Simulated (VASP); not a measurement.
Write the native input for VASP 6.6.1 that does the following.

* Task: single point
* Functional: PBE
* Potentials or basis: VASP PAW PBE potentials, release 64 (Be, Zn, Se)
* Cutoff: 520 eV
* k mesh: 2 × 2 × 2
* Occupations: gaussian, width 0.15 eV
* Spin: no spin polarisation
* Dipole correction: no
* Further INCAR settings: ALGO = Normal; EDIFF = 1e-06; NBANDS = 41

The structure of BeZn3Se4 lies in POSCAR:

```
BeZn3Se4
1.0
    5.2879028069      0.0000000000      0.0000000000
    0.0000000000      5.2879028069      0.0000000000
    0.0000000000      0.0000000000      5.2879028069
Be Zn Se
1 3 4
Direct
    0.5000000000      0.5000000000      0.5000000000
    0.5000000000      0.0000000000      0.0000000000
    0.0000000000      0.5000000000      0.0000000000
    0.0000000000      0.0000000000      0.5000000000
    0.0000000000      0.0000000000      0.0000000000
    0.0000000000      0.5000000000      0.5000000000
    0.5000000000      0.0000000000      0.5000000000
    0.5000000000      0.5000000000      0.0000000000
```

These files were run (other wordings do the same):

INCAR

```
PREC = Accurate
ENCUT = 520
EDIFF = 1E-6
ISMEAR = 0
SIGMA = 0.15
LREAL = False
LASPH = True
NELM = 100
ALGO = Normal
ISIF = 2
LWAVE = False
LCHARG = True
GGA = PE
LELF = True
LVHAR = True
NBANDS = 41
```

KPOINTS

```
Automatic mesh
0
Gamma
  2 2 2
```

Potentials or basis: VASP PAW PBE potentials, release 64 (Be, Zn, Se).

Command:

```bash
$ cat potpaw_PBE.64/Be/POTCAR potpaw_PBE.64/Zn/POTCAR potpaw_PBE.64/Se/POTCAR > POTCAR
$ mpirun -np 1 vasp_std > vasp.out
```

It gave:

The pressure is 1.0 GPa and the band gap on the k mesh is zero (band 31 reaches 3.42 eV, above the bottom of band 32 at 3.02 eV).

Caveat: the k points lie up to 0.59 Å⁻¹ apart.

Wall time 17 s on 1 thread of Intel(R) Xeon(R) 6975P-C (Granite Rapids) (shared host), peak memory 0.24 GiB.
